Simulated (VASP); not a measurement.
# TaN (CsCl type) (Pm-3m) in VASP: a series of runs, part 2 of 2

VASP 6.6.1. Earlier steps stand in the parts before.

## (4) Relaxation of cell and atoms, PBE, target pressure -0.091 GPa, at which the enthalpy is minimised

This run uses another cell than the first one, of 10.02 Å³/atom, 0.964 times its volume.

Contents of INCAR:

```
SYSTEM = TaN
ALGO = Normal
EDIFF = 1E-6
EDIFFG = -0.005
ENCUT = 600
GGA = PE
IBRION = 2
ISIF = 3
ISMEAR = -1
LASPH = .True.
LCHARG = .False.
LREAL = .False.
LWAVE = .False.
NELM = 100
NSW = 60
PREC = Accurate
PSTRESS = -0.9099999999999999
SIGMA = 0.08
```

Contents of KPOINTS:

```
k-points
0
Gamma
  14 14 14
  0 0 0
```

Contents of POSCAR:

```
TaN
1.0
    2.7163246205      0.0000000000      0.0000000000
    0.0000000000      2.7163246205      0.0000000000
    0.0000000000      0.0000000000      2.7163246205
Ta N
1 1
Direct
    0.0000000000      0.0000000000      0.0000000000
    0.5000000000      0.5000000000      0.5000000000
```

Potentials or basis: VASP PAW PBE potentials, release 64 (Ta_pv, N).

Run with:

```
cat potpaw_PBE.64/Ta_pv/POTCAR potpaw_PBE.64/N/POTCAR > POTCAR
mpirun -np 1 vasp_std > vasp.out
```

OUTCAR:

```text
SYSTEM = TaN
   EDIFF = 1E-6
   EDIFFG = -0.005
   ENCUT = 600
   GGA = PE
   IBRION = 2
   ISIF = 3
   ISMEAR = -1
   LASPH = .True.
   LREAL = .False.
   NELM = 100
   NSW = 60
   PREC = Accurate
   PSTRESS = -0.9099999999999999

 ion  position               nearest neighbor table
   1  0.000  0.000  0.000-   2 2.35   2 2.35   2 2.35   2 2.35   2 2.35   2 2.35   2 2.35   2 2.35

   2  0.500  0.500  0.500-   1 2.35   1 2.35   1 2.35   1 2.35   1 2.35   1 2.35   1 2.35   1 2.35

  LATTYP: Found a simple cubic cell.
 ALAT       =     2.7163246205

  Lattice vectors:

 A1 = (   2.7163246205,   0.0000000000,   0.0000000000)
 A2 = (   0.0000000000,   2.7163246205,   0.0000000000)
 A3 = (   0.0000000000,   0.0000000000,   2.7163246205)

Analysis of symmetry for initial positions (statically):
=====================================================================
 Subroutine PRICEL returns:
 Original cell was already a primitive cell.
[... 299 lines left out ...]
 fundamental gap:      0.1929140184
 Fermi energy:         9.2923136688

 k-point     1 :       0.0000    0.0000    0.0000
  band No.  band energies     occupation
      1     -25.9881      2.00000
      2     -25.9881      2.00000
      3     -25.9881      2.00000
      4      -9.0029      2.00000
      5       4.4746      2.00000
      6       4.4746      2.00000
      7       6.5638      2.00000
      8       6.5638      2.00000
      9       6.5638      2.00000
     10      11.4246      0.00000
     11      13.1121      0.00000
     12      13.1121      0.00000
[... 331 lines left out ...]
 k-point    24 :       0.3571    0.2143    0.0000
  band No.  band energies     occupation
      1     -26.9374      2.00000
      2     -26.3646      2.00000
      3     -25.8481      2.00000
      4      -6.8787      2.00000
      5       1.1422      2.00000
      6       3.9301      2.00000
      7       5.4840      2.00000
      8       6.6372      2.00000
      9      11.4956      0.00000
     10      11.5854      0.00000
     11      11.8429      0.00000
     12      13.6608      0.00000

 [... further k-points ...]
[... 5 lines left out ...]
  --------------------------------------------------------------------------------------
  -------------------------------------------------------------------------------------
  Total       -0.0176157     -0.0176157     -0.0176157     -0.0000000     -0.0000000      0.0000000
  in kB       -1.3541301     -1.3541301     -1.3541301     -0.0000000     -0.0000000      0.0000000
  external PRESSURE =      -0.4441301 kB  Pullay stress =      -0.9100000 kB
[... 21 lines left out ...]
  energy  without entropy=      -20.8644427809  energy(sigma->0) =      -20.86594517

  enthalpy is  TOTEN    =       -20.8792856498 eV   P V=       -0.0118380962

 reached required accuracy - stopping structural energy minimisation
```

OSZICAR:

```text
N       E                     dE             d eps       ncg     rms          rms(c)
DAV:   1     0.106741693162E+03    0.10674E+03   -0.99998E+03  2880   0.157E+03
DAV:   2    -0.188917704191E+02   -0.12563E+03   -0.11818E+03  3504   0.372E+02
[... 30 lines left out ...]
   3 F= -.20879264E+02 E0= -.20877758E+02  d E =-.322555E-01
       N       E                     dE             d eps       ncg     rms          rms(c)
DAV:   1    -0.208675057014E+02   -0.90832E-04   -0.21240E-03  2880   0.595E-01    0.820E-02
DAV:   2    -0.208674597602E+02    0.45941E-04   -0.59628E-05  2964   0.892E-02    0.329E-02
DAV:   3    -0.208674471231E+02    0.12637E-04   -0.37709E-05  3228   0.707E-02    0.722E-03
DAV:   4    -0.208674475536E+02   -0.43046E-06   -0.37691E-07  1944   0.769E-03
   4 F= -.20879286E+02 E0= -.20877783E+02  d E =-.322769E-01
```

Run time: 43 s. Hardware: 1 thread of Intel Xeon 6975P-C, shared host; peak memory 0.18 GiB.

What came out:

```yaml
Free_energy: -20.8674 eV
Relaxed_volume: 10.42 Å³/atom
Relaxed_cell: a = 2.752 Å, b = 2.752 Å, c = 2.752 Å, α = 90.00°, β = 90.00°, γ = 90.00°
Space_group_after_relaxing_to_0.05_Å: Pm-3m (No. 221)
Energy_change_on_relaxing_the_enthalpy_is_what_falls: -15.9 meV/atom
Ionic_steps: 4
Pressure_after_relaxing: -0.1 GPa
Band_gap_on_the_k_mesh: zero (band 8 reaches 15.29 eV, above the bottom of band 9 at 6.56 eV)
```

Step by step:
```
step  energy change (eV)  largest force (eV/Å)  pressure (GPa)  volume (Å³)
   1              0.0000                0.0000           13.33        20.04
   2              0.0922                0.0000          -21.18        22.58
   3             -0.0318                0.0000           -0.41        20.86
   4             -0.0318                0.0000           -0.14        20.84
```

Final structure:
```
Ta N
1.0
     2.75201    0.00000    0.00000
     0.00000    2.75201    0.00000
     0.00000    0.00000    2.75201
Ta N
1 1
Direct
  0.00000 0.00000 0.00000
  0.50000 0.50000 0.50000
```

Caveat: the cell is relaxed towards a set pressure, so the enthalpy falls and the energy may rise; spin-orbit coupling is left out, which moves the levels of the heavy elements.

## (5) Summary

| task | cell | cutoff (eV) | gap on the mesh (eV) | pressure (GPa) |
| --- | --- | --- | --- | --- |
| single point | a = 2.750 Å, 2 atoms | 520 | none | 0.6 |
| single point | a = 2.751 Å, 2 atoms | 520 | none | 0.3 |
| relaxation of cell and atoms | relaxed to -0.091 GPa from a = 2.716 Å, 2 atoms | 600 | none | -0.1 |

Alike in all rows: level PBE; potentials or basis VASP PAW PBE potentials, release 64 (Ta_pv, N); no spin polarisation; k mesh 14 × 14 × 14; smearing fermi-dirac 0.08 eV.

Caveats: spin-orbit coupling is left out, which moves the levels of the heavy elements; the cell is relaxed towards a set pressure, so the enthalpy falls and the energy may rise (some runs).

Absolute energies hang on the potentials; compare differences alone.
